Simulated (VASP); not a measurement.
# CoSn (ephs) (P6/mmm) in VASP: relaxation of cell and atoms with PBE

Aim: the relaxation of cell and atoms of CoSn (ephs) with PBE.

All numbers are computed with VASP 6.6.1; they aren't measurements. Logs are shortened: lines on timing, memory, paths and dates and some standing lists are left out, and cuts for length are marked.

## Step 1: The cell of the first run

Symmetry: P6/mmm, No. 191, hexagonal system. Conventional cell: a = 5.296 Å, b = 5.296 Å, c = 4.230 Å, α = 90.00°, β = 90.00°, γ = 120.00°. Within 3.4 Å of Co (site symmetry mmm) lie 6 Sn at 2.61 to 2.65 Å and 4 Co at 2.65 Å. Sn (site symmetry -6m2) has 6 Co at 2.61 Å and 3 Sn at 3.06 Å within 3.4 Å. Within 3.5 Å of Sn (site symmetry 6/mmm) lie 6 Co at 2.65 Å.

## Step 2: Relaxation of cell and atoms, PBE

File INCAR:

```
  ALGO = Fast
  EDIFF = 1E-6
  EDIFFG = -0.001
  ENCUT = 600
  GGA = PE
  IBRION = 2
  ISIF = 3
  ISMEAR = -1
  LASPH = True
  LCHARG = False
  LREAL = False
  LWAVE = False
  NELM = 60
  NSW = 80
  PREC = Accurate
  SIGMA = 0.15
```

File KPOINTS:

```
k-points
0
Gamma
  9 9 8
```

File POSCAR:

```
CoSn
1.0
    5.2958497505      0.0000000000      0.0000000000
   -2.6479248753      4.5863404186      0.0000000000
    0.0000000000      0.0000000000      4.2304283891
Co Sn
3 3
Direct
    0.0000000000      0.5000000000      0.0000000000
    0.5000000000      0.5000000000      0.0000000000
    0.5000000000      0.0000000000      0.0000000000
    0.6666666667      0.3333333333      0.5000000000
    0.3333333333      0.6666666667      0.5000000000
    0.0000000000      0.0000000000      0.0000000000
```

Potentials or basis: VASP PAW PBE potentials, release 64 (Co, Sn_d).

Run with:

```console
> cat potpaw_PBE.64/Co/POTCAR potpaw_PBE.64/Sn_d/POTCAR > POTCAR
> mpirun -np 1 vasp_std > vasp.out
```

OUTCAR:

```text
EDIFF = 1E-6
   EDIFFG = -0.001
   ENCUT = 600
   GGA = PE
   IBRION = 2
   ISIF = 3
   ISMEAR = -1
   LASPH = True
   LREAL = False
   NELM = 60
   NSW = 80
   PREC = Accurate

 ion  position               nearest neighbor table
   1  0.000  0.500  0.000-   4 2.61   5 2.61   4 2.61   5 2.61   2 2.65   2 2.65   3 2.65   3 2.65
                             6 2.65   6 2.65
   2  0.500  0.500  0.000-   4 2.61   5 2.61   4 2.61   5 2.61   1 2.65   1 2.65   6 2.65   6 2.65
                             3 2.65   3 2.65
   3  0.500  0.000  0.000-   4 2.61   5 2.61   4 2.61   5 2.61   6 2.65   6 2.65   1 2.65   1 2.65
                             2 2.65   2 2.65
   4  0.667  0.333  0.500-   1 2.61   1 2.61   3 2.61   3 2.61   2 2.61   2 2.61   5 3.06   5 3.06
                             5 3.06   6 3.72   6 3.72   6 3.72   6 3.72   6 3.72   6 3.72
   5  0.333  0.667  0.500-   1 2.61   1 2.61   3 2.61   3 2.61   2 2.61   2 2.61   4 3.06   4 3.06
                             4 3.06   6 3.72   6 3.72   6 3.72   6 3.72   6 3.72   6 3.72
   6  0.000  0.000  0.000-   3 2.65   3 2.65   2 2.65   2 2.65   1 2.65   1 2.65   5 3.72   4 3.72
                             5 3.72   4 3.72   4 3.72   5 3.72   5 3.72   4 3.72   5 3.72   5 3.72

  LATTYP: Found a hexagonal cell.
 ALAT       =     5.2958497505
 C/A-ratio  =     0.7988195641

  Lattice vectors:

 A1 = (   5.2958497505,   0.0000000000,   0.0000000000)
 A2 = (  -2.6479248753,   4.5863404186,   0.0000000000)
 A3 = (   0.0000000000,   0.0000000000,   4.2304283891)

Analysis of symmetry for initial positions (statically):
=====================================================================
 Subroutine PRICEL returns:
 Original cell was already a primitive cell.

 Routine SETGRP: Setting up the symmetry group for a
 hexagonal supercell.

 Subroutine GETGRP returns: Found 24 space group operations
 (whereof 24 operations were pure point group operations)
 out of a pool of 24 trial point group operations.

The static configuration has the point symmetry D_6h.

Analysis of symmetry for dynamics (positions and initial velocities):
=====================================================================
 Subroutine PRICEL returns:
 Original cell was already a primitive cell.

 Routine SETGRP: Setting up the symmetry group for a
 hexagonal supercell.

 Subroutine GETGRP returns: Found 24 space group operations
 (whereof 24 operations were pure point group operations)
 out of a pool of 24 trial point group operations.

The dynamic configuration has the point symmetry D_6h.

 Subroutine INISYM returns: Found 24 space group operations
 (whereof 24 operations are pure point group operations),
 and found     1 'primitive' translations

----------------------------------------------------------------------------------------

                                     Primitive cell

  volume of cell :     102.7511

  direct lattice vectors                    reciprocal lattice vectors
     5.295849751  0.000000000  0.000000000     0.188827109  0.109019382  0.000000000
    -2.647924875  4.586340419  0.000000000     0.000000000  0.218038765  0.000000000
     0.000000000  0.000000000  4.230428389     0.000000000  0.000000000  0.236382680

  length of vectors
     5.295849751  5.295849751  4.230428389     0.218038765  0.218038765  0.236382680

  position of ions in fractional coordinates (direct lattice)
     0.000000000  0.500000000  0.000000000
     0.500000000  0.500000000  0.000000000
     0.500000000  0.000000000  0.000000000
     0.666666667  0.333333333  0.500000000
     0.333333333  0.666666667  0.500000000
     0.000000000  0.000000000  0.000000000

  ion indices of the primitive-cell ions
   primitive index   ion index
                 1           1
                 2           2
                 3           3
                 4           4
                 5           5
                 6           6

----------------------------------------------------------------------------------------

 KPOINTS: k-points

Automatic generation of k-mesh.
 Grid dimensions read from file:
 generate k-points for:    9    9    8

 Generating k-lattice:

  Cartesian coordinates                     Fractional coordinates (reciprocal lattice)
     0.020980790  0.012113265  0.000000000     0.111111111  0.000000000  0.000000000
     0.000000000  0.024226529  0.000000000     0.000000000  0.111111111  0.000000000
     0.000000000  0.000000000  0.029547835     0.000000000  0.000000000  0.125000000

  Length of vectors
     0.024226529  0.024226529  0.029547835

  Shift w.r.t. Gamma in fractional coordinates (k-lattice)
     0.000000000  0.000000000  0.000000000

 Subroutine IBZKPT returns following result:
 ===========================================

 Found     60 irreducible k-points:

 Following reciprocal coordinates:
            Coordinates               Weight
  0.000000  0.000000  0.000000      1.000000
  0.111111  0.000000  0.000000      6.000000
  0.222222  0.000000  0.000000      6.000000
  0.333333  0.000000  0.000000      6.000000
  0.444444  0.000000  0.000000      6.000000
  0.111111  0.111111  0.000000      6.000000
[... 16 lines left out ...]
  0.333333  0.222222  0.125000     24.000000
  0.333333  0.333333  0.125000      4.000000
 [... further k-points ...]
   k-points           NKPTS =     60   k-points in BZ     NKDIM =     60   number of bands    NBANDS=     41
   number of dos      NEDOS =    301   number of ions     NIONS =      6
   total plane-waves  NPLWV =  63504
   dimension x,y,z NGX =    42 NGY =   42 NGZ =   36
   dimension x,y,z NGXF=    84 NGYF=   84 NGZF=   72
   ions per type =               3   3
   NGX,Y,Z   is equivalent  to a cutoff of  13.18, 13.18, 14.15 a.u.
   NGXF,Y,Z  is equivalent  to a cutoff of  26.37, 26.37, 28.29 a.u.
 SYSTEM =  unknown system
   PREC   = accura    normal or accurate (medium, high low for compatibility)
   ISTART =      0    job   : 0-new  1-cont  2-samecut
   ICHARG =      2    charge: 1-file 2-atom 10-const
   ISPIN  =      1    spin polarized calculation?
   LNONCOLLINEAR =      F non collinear calculations
   LSORBIT =      F    spin-orbit coupling
   LASPH  =      T    aspherical Exc in radial PAW
   ENCUT  =  600.0 eV  44.10 Ry    6.64 a.u.  10.58 10.58  8.45*2*pi/ulx,y,z
   NELM   =     60;   NELMIN=  2; NELMDL= -5     # of ELM steps
   EDIFF  = 0.1E-05   stopping-criterion for ELM
   LREAL  =      F    real-space projection
   EDIFFG = -.1E-02   stopping-criterion for IOM
   NSW    =     80    number of steps for IOM
   IBRION =      2    ionic relax: 0-MD 1-quasi-New 2-CG
   NFREE  =      1    steps in history (QN), initial steepest desc. (CG)
   ISIF   =      3    stress and relaxation
   ISYM   =      2    0-nonsym 1-usesym 2-fastsym
   POTIM  = 0.5000    time-step for ionic-motion
   TEBEG  =    0.0;   TEEND  =   0.0 temperature during run
   PSTRESS=    0.0 pullay stress
   NELECT =      69.0000    total number of electrons
   NUPDOWN=      -1.0000    fix difference up-down
   EMIN   =  10.00;   EMAX   =-10.00  energy-range for DOS
   EFERMI =   0.00;   METHOD = LEGACY
   ISMEAR =    -1;   SIGMA  =   0.15  broadening in eV -4-tet -1-fermi 0-gaus
   EFERMI_NEDOS =   21; number of points for ismear=-14 and -15
   IALGO  =     68    algorithm
   IMIX   =      4    mixing-type and parameters
     AMIX     =   0.40;   BMIX     =  1.00
     AMIX_MAG =   1.60;   BMIX_MAG =  1.00
  volume/ion in A,a.u.               =      17.13       115.57
  Fermi-wavevector in a.u.,A,eV,Ry     =   1.433604  2.709118 27.962958  2.055219
  Thomas-Fermi vector in A             =   2.553104
   LORBIT       =      0    0 simple, 1 ext, 2 COOP (PROOUT), +10 PAW based schemes
   GGA     = PE    functional components
   LHFCALC =     F    Hartree Fock is set to
   AEXX    =    0.0000 exact exchange contribution
   IVDW    =     0    specifies the selected vdW correction
   LEPSILON=     F    determine dielectric tensor
   LRPA    =     F    only Hartree local field effects (RPA)
 conjugate gradient relaxation of ions
 non-spin polarized calculation
 RMM-DIIS sequential band-by-band and
  energy-cutoff  :      600.00
  volume of cell :      102.75
 maximum number of plane-waves:      3460
   NGX = 21   NGY = 21   NGZ = 17

--------------------------------------- Ionic step        1  -------------------------------------------

 number of electron      69.0000012 magnetization

 Free energy of the ion-electron system (eV)
  ---------------------------------------------------
  ext. energy  EPLUGINS =         0.00000000
  ---------------------------------------------------
  free energy    TOTEN  =       -33.40273074 eV

  energy without entropy =      -33.04209032  energy(sigma->0) =      -33.22241053

------------------------ aborting loop because EDIFF is reached ----------------------------------------

  FORCE on cell =-STRESS in cart. coord.  units (eV):
  Direction    XX          YY          ZZ          XY          YZ          ZX
  --------------------------------------------------------------------------------------
  -------------------------------------------------------------------------------------
  Total       -0.0383955     -0.0383955      0.7846018      0.0000000      0.0000000     -0.0000000
  in kB       -0.5986935     -0.5986935     12.2341444      0.0000000      0.0000000     -0.0000000
  external PRESSURE =       3.6789191 kB  Pullay stress =       0.0000000 kB
[... 225 lines left out ...]
  energy  without entropy=      -33.0376637151  energy(sigma->0) =      -33.22129723

--------------------------------------- Ionic step        7  -------------------------------------------

 number of electron      69.0000021 magnetization

 Free energy of the ion-electron system (eV)
  ---------------------------------------------------
  ext. energy  EPLUGINS =         0.00000000
  ---------------------------------------------------
  free energy    TOTEN  =       -33.40493072 eV

  energy without entropy =      -33.03767632  energy(sigma->0) =      -33.22130352

 E-fermi :   9.8057     XC(G=0): -11.6952

 val. band max:        9.7741114006   @ k =   0.3333   0.2222   0.2500
 cond. band min:       9.8457381782   @ k =   0.3333   0.1111   0.2500
 fundamental gap:      0.0716267776
 Fermi energy:         9.8057008685

 k-point     1 :       0.0000    0.0000    0.0000
  band No.  band energies     occupation
      1     -11.7688      2.00000
      2     -11.6615      2.00000
      3     -11.6615      2.00000
      4     -11.6438      2.00000
      5     -11.6438      2.00000
      6     -11.5457      2.00000
[... 1045 lines left out ...]
     40      14.1042      0.00000
     41      14.1042      0.00000

 [... further k-points ...]
[... 5 lines left out ...]
  --------------------------------------------------------------------------------------
  -------------------------------------------------------------------------------------
  Total       -0.0041655     -0.0041655      0.0033115      0.0000000      0.0000000      0.0000000
  in kB       -0.0647831     -0.0647831      0.0515005      0.0000000      0.0000000      0.0000000
  external PRESSURE =      -0.0260219 kB  Pullay stress =       0.0000000 kB
[... 21 lines left out ...]
  FREE ENERGIE OF THE ION-ELECTRON SYSTEM (eV)
  ---------------------------------------------------
  free  energy   TOTEN  =       -33.4049307211 eV

  energy  without entropy=      -33.0376763193  energy(sigma->0) =      -33.22130352

 reached required accuracy - stopping structural energy minimisation
```

Wall time 22 min (1 thread of Intel Xeon Platinum 8259CL at 2.50GHz (Skylake/Cascade Lake), shared host); peak memory 0.43 GiB.

Results:

* Free energy: -33.4049 eV
* Relaxed volume: 17.17 Å³/atom
* Relaxed cell: a = 5.288 Å, b = 5.288 Å, c = 4.254 Å, α = 90.00°, β = 90.00°, γ = 120.00°
* Space group after relaxing (to 0.05 Å): P6/mmm (No. 191)
* Energy gained by relaxing: 0.4 meV/atom
* Ionic steps: 7
* Pressure after relaxing: 0.0 GPa

Step by step:
```
step  energy change (eV)  largest force (eV/Å)  pressure (GPa)  volume (Å³)
   1              0.0000                0.0000            0.37       102.75
   2             -0.0018                0.0000           -0.37       103.34
   3             -0.0019                0.0000           -0.25       103.22
   4             -0.0021                0.0000            0.13       102.92
   5             -0.0022                0.0000           -0.01       103.03
   6             -0.0022                0.0000            0.01       103.02
   7             -0.0022                0.0000            0.00       103.02
```

Final structure:
```
Co Sn
1.0
     5.28775    0.00000    0.00000
    -2.64387    4.57932    0.00000
     0.00000    0.00000    4.25448
Co Sn
3 3
Cartesian
  -1.3219 2.2897 4.2545
  1.3219 2.2897 4.2545
  2.6439 0.0000 4.2545
  2.6439 1.5264 2.1272
  0.0000 3.0529 2.1272
  0.0000 0.0000 4.2545
```

Caveat: spin-orbit coupling is left out, which moves the levels of the heavy elements.
